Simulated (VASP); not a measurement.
Here is a VASP 6.6.1 calculation.

Contents of INCAR:

```
SYSTEM = CdS
PREC = Accurate ; ENCUT = 600
EDIFF = 1E-6 ; ISMEAR = 0
SIGMA = 0.02 ; LREAL = .False.
LASPH = .True. ; NELM = 60
ALGO = Normal ; ISIF = 4
LWAVE = .False. ; LCHARG = .False.
GGA = PE ; IBRION = 2
NSW = 50 ; EDIFFG = -0.01
```

The input KPOINTS:

```
Automatic mesh
0
Gamma
  6 6 4
  0 0 0
```

The input POSCAR:

```
CdS
1.0
    4.0218786286      0.0000000000      0.0000000000
   -2.0109393143      3.4830490633      0.0000000000
    0.0000000000      0.0000000000      6.5430773659
Cd S
2 2
Direct
    0.3333333333      0.6666666667     -0.0008015557
    0.6666666667      0.3333333333      0.4991984443
    0.3333333333      0.6666666667      0.3758015557
    0.6666666667      0.3333333333      0.8758015557
```

Potentials or basis: VASP PAW PBE potentials, release 64 (Cd, S).

Launch:

```bash
$ cat potpaw_PBE.64/Cd/POTCAR potpaw_PBE.64/S/POTCAR > POTCAR
$ mpirun -np 1 vasp_std > vasp.out
```

(1) Estimate the band gap on the k mesh.

Results:

(1) 1.41 eV.
